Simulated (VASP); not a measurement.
# Be3Si (I4/mmm) in VASP: a series of runs

The runs below take Be3Si through single point, with PBE, LDA.

Program: VASP 6.6.1. These are calculated values, not measurements. Logs are shortened: lines on timing, memory, paths and dates and some standing lists are left out, and cuts for length are marked.

## Step 1: The cell of the first run

The structure is tetragonal, space group I4/mmm (No. 139). The conventional cell has a = 3.308 Å, b = 3.308 Å, c = 7.050 Å, α = 90.00°, β = 90.00°, γ = 90.00°. Within 3.1 Å of Be (site symmetry -4m2) lie 8 Be at 2.34 to 2.42 Å and 4 Si at 2.42 Å. Be (site symmetry 4/mmm) has 4 Si at 2.34 Å and 8 Be at 2.42 Å within 3.1 Å. Within 3.1 Å of Si (site symmetry 4/mmm) lie 12 Be at 2.34 to 2.42 Å.

## Step 2: Single point, PBE (strained)

INCAR reads:

```
ALGO = Normal
EDIFF = 1E-7
ENCUT = 520
GGA = PE
ISIF = 2
ISMEAR = 0
LASPH = T
LCHARG = F
LREAL = F
LWAVE = F
NBANDS = 13
NELM = 100
PREC = Accurate
SIGMA = 0.1
```

KPOINTS reads:

```
k-points
0
Gamma
  18 18 18
```

POSCAR reads:

```
Be3Si
1.0
   -1.6539726285      1.6539726285      3.5249712068
    1.6539726285     -1.6539726285      3.5249712068
    1.6539726285      1.6539726285     -3.5249712068
Be Si
3 1
Direct
    0.7500000000      0.2500000000      0.5000000000
    0.2500000000      0.7500000000      0.5000000000
    0.5000000000      0.5000000000      0.0000000000
    0.0000000000      0.0000000000      0.0000000000
```

Potentials or basis: VASP PAW PBE potentials, release 64 (Be, Si).

Run with:

```console
cat potpaw_PBE.64/Be/POTCAR potpaw_PBE.64/Si/POTCAR > POTCAR
mpirun -np 1 vasp_std > vasp.out
```

OUTCAR:

```text
EDIFF = 1E-7
   ENCUT = 520
   GGA = PE
   ISIF = 2
   ISMEAR = 0
   LASPH = T
   LREAL = F
   NELM = 100
   PREC = Accurate

 ion  position               nearest neighbor table
   1  0.750  0.250  0.500-   2 2.34   2 2.34   2 2.34   2 2.34   4 2.42   4 2.42   4 2.42   4 2.42

   2  0.250  0.750  0.500-   1 2.34   1 2.34   1 2.34   1 2.34   4 2.42   4 2.42   4 2.42   4 2.42

   3  0.500  0.500  0.000-   4 2.34   4 2.34   4 2.34   4 2.34
   4  0.000  0.000  0.000-   3 2.34   3 2.34   3 2.34   3 2.34   2 2.42   1 2.42   2 2.42   2 2.42
                             1 2.42   1 2.42   2 2.42   1 2.42

  LATTYP: Found a body centered tetragonal cell.
 ALAT       =     3.3079452570
 C/A-ratio  =     2.1312149585

  Lattice vectors:

 A1 = (  -1.6539726285,   1.6539726285,   3.5249712068)
 A2 = (   1.6539726285,  -1.6539726285,   3.5249712068)
 A3 = (   1.6539726285,   1.6539726285,  -3.5249712068)

Analysis of symmetry for initial positions (statically):
=====================================================================
 Subroutine PRICEL returns:
 Original cell was already a primitive cell.

 Routine SETGRP: Setting up the symmetry group for a
 body centered tetragonal supercell.

 Subroutine GETGRP returns: Found 16 space group operations
 (whereof 16 operations were pure point group operations)
 out of a pool of 16 trial point group operations.

The static configuration has the point symmetry D_4h.

Analysis of symmetry for dynamics (positions and initial velocities):
=====================================================================
 Subroutine PRICEL returns:
 Original cell was already a primitive cell.

 Routine SETGRP: Setting up the symmetry group for a
 body centered tetragonal supercell.

 Subroutine GETGRP returns: Found 16 space group operations
 (whereof 16 operations were pure point group operations)
 out of a pool of 16 trial point group operations.

The dynamic configuration has the point symmetry D_4h.

 Subroutine INISYM returns: Found 16 space group operations
 (whereof 16 operations are pure point group operations),
 and found     1 'primitive' translations

----------------------------------------------------------------------------------------

                                     Primitive cell

  volume of cell :      38.5720

  direct lattice vectors                    reciprocal lattice vectors
    -1.653972629  1.653972629  3.524971207     0.000000000  0.302302463  0.141845130
     1.653972629 -1.653972629  3.524971207     0.302302463  0.000000000  0.141845130
     1.653972629  1.653972629 -3.524971207     0.302302463  0.302302463  0.000000000

  length of vectors
     4.230445948  4.230445948  4.230445948     0.333926370  0.333926370  0.427520244

  position of ions in fractional coordinates (direct lattice)
     0.750000000  0.250000000  0.500000000
     0.250000000  0.750000000  0.500000000
     0.500000000  0.500000000  0.000000000
     0.000000000  0.000000000  0.000000000

  ion indices of the primitive-cell ions
   primitive index   ion index
                 1           1
                 2           2
                 3           3
                 4           4

----------------------------------------------------------------------------------------

 KPOINTS: k-points

Automatic generation of k-mesh.
 Grid dimensions read from file:
 generate k-points for:   18   18   18

 Generating k-lattice:

  Cartesian coordinates                     Fractional coordinates (reciprocal lattice)
     0.000000000  0.016794581  0.007880285     0.055555556  0.000000000  0.000000000
     0.016794581  0.000000000  0.007880285     0.000000000  0.055555556  0.000000000
     0.016794581  0.016794581  0.000000000     0.000000000  0.000000000  0.055555556

  Length of vectors
     0.018551465  0.018551465  0.023751125

  Shift w.r.t. Gamma in fractional coordinates (k-lattice)
     0.000000000  0.000000000  0.000000000

 Subroutine IBZKPT returns following result:
 ===========================================

 Found    480 irreducible k-points:

 Following reciprocal coordinates:
            Coordinates               Weight
  0.000000  0.000000  0.000000      1.000000
  0.055556  0.000000 -0.000000      8.000000
  0.111111  0.000000 -0.000000      8.000000
  0.166667  0.000000 -0.000000      8.000000
  0.222222  0.000000  0.000000      8.000000
  0.277778  0.000000 -0.000000      8.000000
[... 16 lines left out ...]
 -0.277778  0.055556  0.000000     16.000000
 -0.222222  0.055556  0.000000     16.000000
 [... further k-points ...]
   k-points           NKPTS =    480   k-points in BZ     NKDIM =    480   number of bands    NBANDS=     13
   number of dos      NEDOS =    301   number of ions     NIONS =      4
   total plane-waves  NPLWV =  32768
   dimension x,y,z NGX =    32 NGY =   32 NGZ =   32
   dimension x,y,z NGXF=    64 NGYF=   64 NGZF=   64
   ions per type =               3   1
   NGX,Y,Z   is equivalent  to a cutoff of  12.58, 12.58, 12.58 a.u.
   NGXF,Y,Z  is equivalent  to a cutoff of  25.15, 25.15, 25.15 a.u.
 SYSTEM =  unknown system
   PREC   = accura    normal or accurate (medium, high low for compatibility)
   ISTART =      0    job   : 0-new  1-cont  2-samecut
   ICHARG =      2    charge: 1-file 2-atom 10-const
   ISPIN  =      1    spin polarized calculation?
   LNONCOLLINEAR =      F non collinear calculations
   LSORBIT =      F    spin-orbit coupling
   LASPH  =      T    aspherical Exc in radial PAW
   ENCUT  =  520.0 eV  38.22 Ry    6.18 a.u.   7.87  7.87  7.87*2*pi/ulx,y,z
   NELM   =    100;   NELMIN=  2; NELMDL= -5     # of ELM steps
   EDIFF  = 0.1E-06   stopping-criterion for ELM
   LREAL  =      F    real-space projection
   EDIFFG = 0.1E-05   stopping-criterion for IOM
   NSW    =      0    number of steps for IOM
   IBRION =     -1    ionic relax: 0-MD 1-quasi-New 2-CG
   NFREE  =      0    steps in history (QN), initial steepest desc. (CG)
   ISIF   =      2    stress and relaxation
   ISYM   =      2    0-nonsym 1-usesym 2-fastsym
   POTIM  = 0.5000    time-step for ionic-motion
   TEBEG  =    0.0;   TEEND  =   0.0 temperature during run
   PSTRESS=    0.0 pullay stress
   NELECT =      10.0000    total number of electrons
   NUPDOWN=      -1.0000    fix difference up-down
   EMIN   =  10.00;   EMAX   =-10.00  energy-range for DOS
   EFERMI =   0.00;   METHOD = LEGACY
   ISMEAR =     0;   SIGMA  =   0.10  broadening in eV -4-tet -1-fermi 0-gaus
   EFERMI_NEDOS =   21; number of points for ismear=-14 and -15
   IALGO  =     38    algorithm
   IMIX   =      4    mixing-type and parameters
     AMIX     =   0.40;   BMIX     =  1.00
     AMIX_MAG =   1.60;   BMIX_MAG =  1.00
  volume/ion in A,a.u.               =       9.64        65.07
  Fermi-wavevector in a.u.,A,eV,Ry     =   1.043880  1.972648 14.826083  1.089686
  Thomas-Fermi vector in A             =   2.178609
   LORBIT       =      0    0 simple, 1 ext, 2 COOP (PROOUT), +10 PAW based schemes
   GGA     = PE    functional components
   LHFCALC =     F    Hartree Fock is set to
   AEXX    =    0.0000 exact exchange contribution
   IVDW    =     0    specifies the selected vdW correction
   LEPSILON=     F    determine dielectric tensor
   LRPA    =     F    only Hartree local field effects (RPA)
 non-spin polarized calculation
 Gauss-broadening in eV      SIGMA  =   0.10
  energy-cutoff  :      520.00
  volume of cell :       38.57
 maximum number of plane-waves:      1056
   NGX = 15   NGY = 15   NGZ = 15

 number of electron      10.0000000 magnetization

 Free energy of the ion-electron system (eV)
  ---------------------------------------------------
  ext. energy  EPLUGINS =         0.00000000
  ---------------------------------------------------
  free energy    TOTEN  =       -15.56249739 eV

  energy without entropy =      -15.55700966  energy(sigma->0) =      -15.55975352

 E-fermi :   8.2284     XC(G=0): -10.7799

 val. band max:        8.2255193504   @ k =   0.1667   0.1667  -0.0000
 cond. band min:       8.2293635215   @ k =   0.2778   0.2778   0.1111
 fundamental gap:      0.0038441711
 Fermi energy:         8.2284164809

 k-point     1 :       0.0000    0.0000    0.0000
  band No.  band energies     occupation
      1      -4.6732      2.00000
      2       4.0856      2.00000
      3       7.7480      2.00000
      4       7.7480      2.00000
      5       8.1930      1.38312
      6       8.5328      0.00002
      7       8.5328      0.00002
      8       9.6514      0.00000
      9      10.9248      0.00000
     10      13.3091      0.00000
     11      15.8598      0.00000
     12      16.9103      0.00000
     13      16.9103      0.00000

 k-point     2 :       0.0556    0.0000   -0.0000
  band No.  band energies     occupation
      1      -4.6316      2.00000
      2       4.0523      2.00000
      3       7.1628      2.00000
      4       7.6868      2.00000
      5       8.1963      1.34985
      6       8.3493      0.08740
      7       8.6895      0.00000
      8      10.0922      0.00000
      9      11.2995      0.00000
     10      13.4585      0.00000
     11      15.9446      0.00000
     12      16.3335      0.00000
     13      16.8754      0.00000

 k-point     3 :       0.1111    0.0000   -0.0000
  band No.  band energies     occupation
      1      -4.5071      2.00000
      2       3.9613      2.00000
      3       6.1186      2.00000
      4       7.5655      2.00000
      5       7.5946      2.00000
      6       8.6466      0.00000
      7       9.0682      0.00000
      8      10.8250      0.00000
      9      12.0186      0.00000
     10      13.9424      0.00000
     11      15.2825      0.00000
     12      16.2131      0.00000
     13      16.7822      0.00000
[... 305 lines left out ...]
 k-point    23 :      -0.2778    0.0556    0.0000
  band No.  band energies     occupation
      1      -3.6759      2.00000
      2       2.8666      2.00000
      3       4.2256      2.00000
      4       5.4050      2.00000
      5       7.6939      2.00000
      6       9.8298      0.00000
      7      10.2156      0.00000
      8      11.8448      0.00000
      9      12.5415      0.00000
     10      14.6383      0.00000
     11      16.0988      0.00000
     12      17.1373      0.00000
     13      18.1037      0.00000

 k-point    24 :      -0.2222    0.0556    0.0000
  band No.  band energies     occupation
      1      -4.0273      2.00000
      2       3.8034      2.00000
      3       4.3922      2.00000
      4       5.9661      2.00000
      5       7.5803      2.00000
      6       9.2387      0.00000
      7       9.5809      0.00000
      8      12.0613      0.00000
      9      12.9173      0.00000
     10      13.9068      0.00000
     11      15.6402      0.00000
     12      16.7621      0.00000
     13      17.4222      0.00000

 [... further k-points ...]
[... 5 lines left out ...]
  --------------------------------------------------------------------------------------
  -------------------------------------------------------------------------------------
  Total        2.0157841      2.0157841     -1.7954974      0.0000000      0.0000000      0.0000000
  in kB       83.7302502     83.7302502    -74.5801328      0.0000000      0.0000000      0.0000000
  external PRESSURE =      30.9601225 kB  Pullay stress =       0.0000000 kB

 VOLUME and BASIS-vectors are now :
 -----------------------------------------------------------------------------
  energy-cutoff  :      520.00
  volume of cell :       38.57
      direct lattice vectors                 reciprocal lattice vectors
    -1.653972629  1.653972629  3.524971207     0.000000000  0.302302463  0.141845130
     1.653972629 -1.653972629  3.524971207     0.302302463  0.000000000  0.141845130
     1.653972629  1.653972629 -3.524971207     0.302302463  0.302302463  0.000000000

 POSITION                                       TOTAL-FORCE (eV/Angst)
 -----------------------------------------------------------------------------------
      0.00000      1.65397      1.76249        -0.000000      0.000000      0.000000
      1.65397      0.00000      1.76249         0.000000     -0.000000     -0.000000
      0.00000      0.00000      3.52497        -0.000000     -0.000000     -0.000000
      0.00000      0.00000      0.00000        -0.000000     -0.000000     -0.000000
 -----------------------------------------------------------------------------------
    total drift:                                0.000000     -0.000000     -0.000000

  FREE ENERGIE OF THE ION-ELECTRON SYSTEM (eV)
  ---------------------------------------------------
  free  energy   TOTEN  =       -15.5624973922 eV

  energy  without entropy=      -15.5570096564  energy(sigma->0) =      -15.55975352
```

Run time: 2.2 min. Hardware: 1 thread of Intel Xeon Platinum 8488C (Sapphire Rapids), shared host; peak memory 0.33 GiB.

Results:

* Free energy: -15.5625 eV
* Pressure: 3.1 GPa
* Band gap on the k mesh: zero (band 5 reaches 12.30 eV, above the bottom of band 6 at 6.83 eV)

Stress tensor (GPa, compression positive):
```
 8.37  0.00  0.00
 0.00  8.37  0.00
 0.00  0.00 -7.46
```

Levels at points of the mesh, in eV from the Fermi level:
| k point | band 2 | band 3 | band 4 | band 5 | band 6 | band 7 | band 8 | band 9 |
| --- | --- | --- | --- | --- | --- | --- | --- | --- |
| (0.00, 0.00, 0.00) | -4.14 | -0.48 | -0.48 | -0.04 | 0.30 | 0.30 | 1.42 | 2.70 |
| (0.50, 0.00, 0.00) | -8.45 | -4.24 | -3.87 | 0.81 | 1.14 | 3.69 | 5.46 | 6.06 |
| (0.50, 0.50, 0.00) | -6.77 | -5.99 | -5.20 | -3.12 | -1.40 | 2.15 | 2.68 | 4.77 |
| (0.50, 0.50, 0.50) | -9.14 | -2.92 | -2.92 | 1.58 | 1.73 | 6.94 | 6.94 | 7.49 |

Caveat: the cell differs from its parent crystal (strained).

## Step 3: Single point, PBE (strained)

INCAR reads:

```
PREC = Accurate ; ENCUT = 520
EDIFF = 1E-6 ; ISMEAR = 0
SIGMA = 0.1 ; LREAL = F
LASPH = T ; NELM = 100
ALGO = Normal ; ISIF = 2
LWAVE = F ; LCHARG = F
GGA = PE ; NBANDS = 13
```

KPOINTS reads:

```
Automatic mesh
0
Gamma
  18 18 18
```

POSCAR reads:

```
Be3Si
1.0
   -1.7371360267      1.7371360267      3.1784132218
    1.7371360267     -1.7371360267      3.1784132218
    1.7371360267      1.7371360267     -3.1784132218
Be Si
3 1
Direct
    0.7500000000      0.2500000000      0.5000000000
    0.2500000000      0.7500000000      0.5000000000
    0.5000000000      0.5000000000      0.0000000000
    0.0000000000      0.0000000000      0.0000000000
```

Potentials or basis: VASP PAW PBE potentials, release 64 (Be, Si).

Run with:

```console
cat potpaw_PBE.64/Be/POTCAR potpaw_PBE.64/Si/POTCAR > POTCAR
mpirun -np 1 vasp_std > vasp.out
```

It took 2.9 min on 1 thread of Intel Xeon Platinum 8488C (Sapphire Rapids), shared host; peak memory 0.33 GiB.

Results (log left out):

```yaml
Free_energy: -15.4800 eV
Pressure: 3.6 GPa
Band_gap_on_the_k_mesh: zero (band 5 reaches 11.17 eV, above the bottom of band 6 at 6.85 eV)
```

Stress tensor (GPa, compression positive):
```
-2.88  0.00  0.00
 0.00 -2.88  0.00
 0.00  0.00 16.68
```

Levels at points of the mesh, in eV from the Fermi level:
```
           k point  band 2  band 3  band 4  band 5  band 6  band 7  band 8  band 9
(0.00, 0.00, 0.00)   -2.30   -0.76   -0.76   -0.18   -0.18    0.59    1.55    2.37
(0.50, 0.00, 0.00)   -8.66   -3.53   -3.07   -0.44    0.07    2.54    4.83    6.18
(0.50, 0.50, 0.00)   -7.22   -5.95   -5.41   -3.09   -1.51    3.36    3.97    6.92
(0.50, 0.50, 0.50)   -8.78   -3.97   -3.97   -0.01    0.64    7.89    8.13    8.79
```

Caveat: the cell differs from its parent crystal (strained).

## Step 4: Single point, LDA (functional LDA, strained)

INCAR reads:

```
PREC = Accurate ; ENCUT = 520
EDIFF = 1E-6 ; ISMEAR = 0
SIGMA = 0.1 ; LREAL = F
LASPH = T ; NELM = 100
ALGO = Normal ; ISIF = 2
LWAVE = F ; LCHARG = T
LELF = T ; LVHAR = T
NBANDS = 13
```

KPOINTS reads:

```
regular mesh
0
Gamma
  18 18 18
```

POSCAR reads:

```
Be3Si
1.0
   -1.7382787559      1.7382787559      3.3860947009
    1.7382787559     -1.7382787559      3.3860947009
    1.7382787559      1.7382787559     -3.3860947009
Be Si
3 1
Direct
    0.7500000000      0.2500000000      0.5000000000
    0.2500000000      0.7500000000      0.5000000000
    0.5000000000      0.5000000000      0.0000000000
    0.0000000000      0.0000000000      0.0000000000
```

Potentials or basis: VASP PAW LDA potentials, release 64 (Be, Si).

Run with:

```console
cat potpaw_LDA.64/Be/POTCAR potpaw_LDA.64/Si/POTCAR > POTCAR
mpirun -np 1 vasp_std > vasp.out
```

Run time: 87 s. Hardware: 1 thread of Intel Xeon Platinum 8488C (Sapphire Rapids), shared host; peak memory 0.33 GiB.

The run converged. Its results:

| Item | Value |
| --- | --- |
| Free energy | -17.4241 eV |
| Pressure | -8.1 GPa |
| Band gap on the k mesh | zero (band 5 reaches 10.68 eV, above the bottom of band 6 at 6.12 eV) |

Stress tensor (GPa, compression positive):
```
-10.44   0.00   0.00
  0.00 -10.44   0.00
  0.00   0.00  -3.56
```

Levels at points of the mesh, in eV from the Fermi level:
```csv
k point,band 2,band 3,band 4,band 5,band 6,band 7,band 8,band 9
"(0.00, 0.00, 0.00)",-2.97,-0.65,-0.65,0.06,0.06,1.03,1.25,1.97
"(0.50, 0.00, 0.00)",-8.16,-3.65,-3.23,0.03,0.54,2.81,4.96,5.88
"(0.50, 0.50, 0.00)",-6.68,-5.66,-5.04,-3.06,-1.40,2.73,3.17,5.65
"(0.50, 0.50, 0.50)",-8.51,-3.37,-3.37,0.52,1.16,7.23,7.31,7.55
```

Caveat: the cell differs from its parent crystal (functional LDA, strained).

## Step 5: Overview

| level | potentials or basis | cell | gap on the mesh (eV) | pressure (GPa) |
| --- | --- | --- | --- | --- |
| PBE | VASP PAW PBE potentials, release 64 (Be, Si) | a = 4.230 Å, angles 134.0, 134.0, 67.1°, 4 atoms | none | 3.1 |
| PBE | VASP PAW PBE potentials, release 64 (Be, Si) | a = 4.017 Å, angles 128.8, 128.8, 75.4°, 4 atoms | none | 3.6 |
| LDA | VASP PAW LDA potentials, release 64 (Be, Si) | a = 4.184 Å, angles 130.9, 130.9, 72.0°, 4 atoms | none | -8.1 |

Alike in all rows: task single point; no spin polarisation; k mesh 18 × 18 × 18; cutoff (eV) 520; smearing gaussian 0.1 eV.

Absolute energies hang on the potentials; compare differences alone.
